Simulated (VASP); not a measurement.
## Mn: single point with PBE

Crystal: Mn.

```
CELL_PARAMETERS angstrom
2.48365 0.00000 0.00000
-1.24182 2.15090 0.00000
0.00000 0.00000 4.02620
ATOMIC_POSITIONS crystal
Mn 0.33333 0.66667 0.25000
Mn 0.66667 0.33333 0.75000
```

This isn't the form of Mn at room conditions, which is a 58-atom cubic cell.

```yaml
Program: VASP 6.6.1
Task: single point
Functional: PBE
Potentials_or_basis: VASP PAW PBE potentials, release 64 (Mn_sv)
Cutoff: 680 eV
k_mesh: 10 × 10 × 6
Occupations: fermi-dirac, width 0.05 eV
Spin: collinear spin, ferromagnetic start
Starting_moments: "[6.0, 6.0] μB"
Fixed_moment: 12 μB
Dipole_correction: no
Further_INCAR_settings: ALGO = Normal; EDIFF = 1e-06; NBANDS = 26
```

The pressure is 277.3 GPa, the net moment is 12.00 μB per cell and the site moments are Mn +4.74 μB. The valence electrons inside the program's atomic spheres are Mn 13.12.

Stress tensor (GPa, compression positive):
```
273.06   0.00   0.00
  0.00 273.06   0.00
  0.00   0.00 285.86
```

It took 68 s on 1 thread of Intel(R) Xeon(R) Platinum 8259CL CPU @ 2.50GHz (Skylake/Cascade Lake), with other jobs on the host, peak memory 0.2 GiB.

Caveat: the stress differs along the axes, from 273 to 286 GPa; the total moment is fixed, so each spin has its own Fermi level and the state may be an excited one.
